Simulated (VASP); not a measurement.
# PtSe2: single point with PBEsol

The system is PtSe2.

```
Pt Se
1.0
     3.72400    0.00000    0.00000
    -1.86200    3.22508    0.00000
     0.00000    0.00000    5.06200
Pt Se
1 2
Direct
  0.89619 0.95349 0.00000
  0.33333 0.66667 0.25000
  0.66667 0.33333 0.75000
```

This cell differs from its parent crystal: atom 1 (Pt) moved by (-0.300, -0.150) A along x and y.

- Program: VASP 6.6.1
- Task: single point
- Functional: PBEsol
- Potentials or basis: VASP PAW PBE potentials, release 64 (Pt, Se)
- Cutoff: 520 eV
- k mesh: 12 × 12 × 10
- Occupations: gaussian, width 0.15 eV
- Spin: no spin polarisation
- Dipole correction: no
- Further INCAR settings: ALGO = Fast; EDIFF = 1e-06; NBANDS = 18

```
Pressure               : 9.7 GPa
Largest force          : 5.661 eV/Å
Band gap on the k mesh : zero (bands 11 and 12 overlap by 0.09 eV)
```

Forces in eV/Å, atoms in the order of the input:
```
Pt   5.030  2.527 -0.604
Se  -3.268 -1.823  1.646
Se  -1.761 -0.705 -1.041
```

Stress tensor (GPa, compression positive):
```
11.98  2.04 -5.10
 2.04  9.17 -3.80
-5.10 -3.80  8.06
```

Levels at points of the mesh, in eV from the Fermi level:
| k point | band 9 | band 10 | band 11 | band 12 | band 13 | band 14 |
| --- | --- | --- | --- | --- | --- | --- |
| (0.00, 0.00, 0.00) | -0.37 | -0.32 | -0.05 | 1.24 | 1.83 | 3.94 |
| (0.50, 0.00, 0.00) | -3.07 | -3.00 | -2.66 | 0.65 | 2.50 | 4.79 |
| (0.00, 0.50, 0.00) | -3.52 | -3.06 | -2.29 | 0.68 | 1.79 | 4.29 |
| (0.50, 0.50, 0.00) | -3.51 | -3.04 | -2.34 | 0.67 | 1.87 | 4.35 |
| (0.00, 0.00, 0.50) | -1.82 | -0.79 | -0.55 | 1.82 | 2.02 | 5.15 |
| (0.50, 0.00, 0.50) | -3.05 | -2.51 | -1.11 | 1.16 | 1.77 | 4.51 |
| (0.00, 0.50, 0.50) | -3.57 | -1.78 | -1.14 | 0.43 | 1.38 | 4.52 |
| (0.50, 0.50, 0.50) | -3.55 | -1.85 | -1.14 | 0.51 | 1.44 | 4.51 |

It took 12 min on 1 thread of AMD EPYC 9755 128-Core Processor, on a shared host, peak memory 0.78 GiB.

Caveat: the cell differs from its parent crystal (atom 1 (Pt) moved by (-0.300, -0.150) A along x and y); the cell stands under pressure; the PAW data sets were made with another functional, which shifts forces and pressure a little; spin-orbit coupling is left out, which moves the levels of the heavy elements.
